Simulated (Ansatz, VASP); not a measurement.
**Two plane-wave programs on TiO2**

```
CELL_PARAMETERS angstrom
2.75569 -2.75576 -0.02056
2.75569 2.75576 -0.02056
-2.71830 0.00000 5.01250
ATOMIC_POSITIONS crystal
Ti 0.12501 0.87499 0.25000
Ti 0.87499 0.12501 0.75000
O 0.32716 0.07718 0.65432
O 0.67284 0.92282 0.34568
O 0.92282 0.67284 0.84568
O 0.07718 0.32716 0.15432
```

Alike in both runs: task single point; functional PBE; k mesh 6 × 6 × 6; occupations gaussian, width 0.05 eV; no spin polarisation; Hubbard terms Ti d U = 4.0 eV.

|  | VASP | Ansatz |
| --- | --- | --- |
| version | VASP 6.6.1 | Ansatz 0.2.0 |
| potentials or method | VASP PAW PBE potentials, release 64 (Ti_sv, O), cutoff 520 eV | scalar-relativistic, plane waves, PAW |
| valence electrons in the cell | 48 | 48 |

Ansatz gave:

```
gap on the k mesh at the Fermi level (eV)                     : 2.59
least direct gap on the mesh (eV)                             : 2.76
pressure (GPa)                                                : -9.6
traceless stress, the component that is largest in VASP (GPa) : 1.56
rms of the force components (eV/Å)                            : 0.040
```

**Question.** Estimate VASP's values.

**Answer.** gap on the k mesh at the Fermi level (eV): 2.61; least direct gap on the mesh (eV): 2.80; pressure (GPa): -6.2; traceless stress, the component that is largest in VASP (GPa): 1.36; rms of the force components (eV/Å): 0.114.

The programs project onto different local orbitals, so the same U acts differently, and such runs can settle in different states. Atom by atom the forces differ by 0.074 eV/Å (rms over components).
